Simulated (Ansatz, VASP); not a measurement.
Two plane-wave programs on In

INCAR

```
SYSTEM = In
PREC     = Accurate       ! precision mode
ENCUT    = 500            ! plane-wave cutoff, eV
EDIFF    = 1E-6           ! SCF threshold, eV
ISMEAR   = 0              ! smearing method
SIGMA    = 0.1            ! smearing width, eV
LREAL    = .FALSE.        ! projectors in reciprocal space
LASPH    = .TRUE.         ! aspherical terms in the spheres
NELM     = 120            ! most SCF steps
ALGO     = Normal         ! electronic algorithm
ISIF     = 2              ! what is computed and relaxed
LWAVE    = .FALSE.        ! write WAVECAR
LCHARG   = .FALSE.        ! write CHGCAR
GGA      = PE             ! functional
NBANDS   = 12             ! bands
GGA_COMPAT= .FALSE.
```

The input KPOINTS:

```
regular mesh
0
G
  8 8 8
  0 0 0
```

The input POSCAR:

```
In
1.0
    0.0000000000      2.2501759242      2.2501759242
    2.2501759242      0.0000000000      2.2501759242
    2.2501759242      2.2501759242      0.0000000000
In
1
Direct
    0.0000000000      0.0000000000      0.0000000000
```

Input for Ansatz:

```yaml
crystal:
  lattice:
    - [0.0, 2.2501759242, 2.2501759242]
    - [2.2501759242, 0.0, 2.2501759242]
    - [2.2501759242, 2.2501759242, 0.0]
  atoms:
    - { symbol: In, position: [0.0, 0.0, 0.0] }
basis:
  ecutwfc: 420
kpoints:
  mp_grid: { grid: [8, 8, 8] }
hamiltonian:
  xc: pbe
scf:
  occupations: { method: gaussian, width: 0.1 }
output:
  forces: true
  stress: true
  eigenvalues: true
```

Alike in both runs: task single point; functional PBE; k mesh 8 × 8 × 8; occupations gaussian, width 0.1 eV; no spin polarisation.

```csv
,VASP,Ansatz
version,VASP 6.6.1,Ansatz 0.2.0
potentials or method,"VASP PAW PBE potentials, release 64 (In_d), cutoff 500 eV","scalar-relativistic, plane waves, PAW"
valence electrons in the cell,13,13
```

```tsv
	VASP	Ansatz	Ansatz less VASP
gap on the k mesh at the Fermi level (eV)	none	none	-
pressure (GPa)	11.1	11.1	+0.04
```

A gap of «none» marks a metal or a gap that the smearing closes.
